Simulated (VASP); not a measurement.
Set up this calculation in VASP 6.6.1, as the native input.

```
Task                   : single point
Functional             : PBE
Potentials or basis    : VASP PAW PBE potentials, release 64 (Zn, O)
Cutoff                 : 520 eV
k mesh                 : 12 × 12 × 6
Occupations            : gaussian, width 0.05 eV
Spin                   : no spin polarisation
Dipole correction      : no
Further INCAR settings : ALGO = Normal; EDIFF = 1e-06; NBANDS = 26
```

The structure of ZnO lies in POSCAR:

```
ZnO
1.0
    3.5418333468      0.0000000000      0.0000000000
   -1.7709166734      3.0673176543      0.0000000000
    0.0000000000      0.0000000000      5.0814052441
Zn O
2 2
Direct
    0.3333333333      0.6666666667      0.0015026881
    0.6666666667      0.3333333333      0.5015026881
    0.3333333333      0.6666666667      0.3805973119
    0.6666666667      0.3333333333      0.8805973119
```

This cell differs from its parent crystal: strain +0.080 along x and y, -0.040 along z.

One way to write it, as run:

INCAR

```
PREC = Accurate
ENCUT = 520
EDIFF = 1E-6
ISMEAR = 0
SIGMA = 0.05
LREAL = False
LASPH = True
NELM = 60
ALGO = Normal
ISIF = 2
LWAVE = False
LCHARG = False
GGA = PE
NBANDS = 26
```

KPOINTS

```
regular mesh
0
Gamma
  12 12 6
```

Potentials or basis: VASP PAW PBE potentials, release 64 (Zn, O).

The run is started by

```sh
$ cat potpaw_PBE.64/Zn/POTCAR potpaw_PBE.64/O/POTCAR > POTCAR
$ mpirun -np 1 vasp_std > vasp.out
```

Results of the run:

* Pressure: -8.7 GPa
* Largest force: 0.763 eV/Å
* Band gap on the k mesh: 0.56 eV

Caveat: the cell differs from its parent crystal (strain +0.080 along x and y, -0.040 along z); the stress differs along the axes, from -15 to 3 GPa; semilocal functionals underestimate gaps, and a narrow one can read as zero.

Run time: 80 s on 1 thread of Intel(R) Xeon(R) Platinum 8259CL CPU @ 2.50GHz (Skylake/Cascade Lake), on a shared host, peak memory 0.23 GiB.
